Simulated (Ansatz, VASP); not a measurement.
## BN: VASP beside Ansatz

```xyz
4
Lattice="2.5797 0.0000 0.0000 -1.2898 2.1550 0.0000 0.0000 0.0000 6.2569" Properties=species:S:1:pos:R:3 pbc="T T T"
B     0.0000    1.4641    1.5642
B     1.2898    0.6909    4.6927
N     0.0000    1.3995    4.6927
N     1.2898    0.7555    1.5642
```

Change from the starting cell: normal strain along x +0.0367, normal strain along z -0.0367.

Alike in both runs: functional LDA; k mesh 12 × 12 × 4; occupations gaussian, width 0.05 eV; no spin polarisation.

Ansatz relaxed the structure, and its values are those at the end. VASP's run is a single point on that final structure, the one shown.

|  | VASP | Ansatz |
| --- | --- | --- |
| version | VASP 6.6.1 | Ansatz 0.2.0 |
| potentials or method | VASP PAW LDA potentials, release 64 (B, N), cutoff 520 eV | scalar-relativistic, plane waves, PAW |
| valence electrons in the cell | 16 | 16 |

|  | VASP | Ansatz | Ansatz less VASP |
| --- | --- | --- | --- |
| gap on the k mesh at the Fermi level (eV) | 3.79 | 3.81 | +0.011 |
| least direct gap on the mesh (eV) | 4.05 | 4.07 | +0.011 |
| pressure (GPa) | -12.0 | -12.5 | -0.59 |

Ansatz warns that its potentials were made for another functional, while VASP's fit it. LDA's correlation is that of Perdew and Zunger in VASP and of Perdew and Wang (1992) in Ansatz. Ansatz's warnings: stress scf threshold loose.
